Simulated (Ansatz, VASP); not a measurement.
# Be4Se3 in VASP and in Ansatz

```xyz
7
Lattice="0.0000 3.8819 3.8819 3.8819 0.0000 3.8819 3.8819 3.8819 0.0000" Properties=species:S:1:pos:R:3 pbc="T T T"
Be    0.7495    0.7495    0.7495
Be    3.1324    3.1324    0.7495
Be    3.1324    0.7495    3.1324
Be    0.7495    3.1324    3.1324
Se    1.9409    1.9409    1.9409
Se    5.8228    5.8228    5.8228
Se    3.8819    3.8819    3.8819
```

Alike in both runs: functional PBE; k mesh 4 × 4 × 4; occupations gaussian, width 0.1 eV; no spin polarisation.

Ansatz relaxed the structure, and its values are those at the end. VASP's run is a single point on that final structure, the one shown.

```csv
,VASP,Ansatz
version,VASP 6.6.1,Ansatz 0.2.0
potentials or method,"VASP PAW PBE potentials, release 64 (Be, Se), cutoff 520 eV","scalar-relativistic, plane waves, PAW"
valence electrons in the cell,26,56
```

```tsv
	VASP	Ansatz	Ansatz less VASP
gap on the k mesh at the Fermi level (eV)	none	none	-
pressure (GPa)	0.2	0.1	-0.11
rms of the force components (eV/Å)	0.012	0.007	-0.0050
```

A gap of «none» marks a metal or a gap that the smearing closes. With one functional, cell and mesh, what is left measures potentials, basis and numerics. VASP's potentials hold 26 valence electrons a cell and Ansatz's 56, so a difference there can come from the potentials and not from the codes.
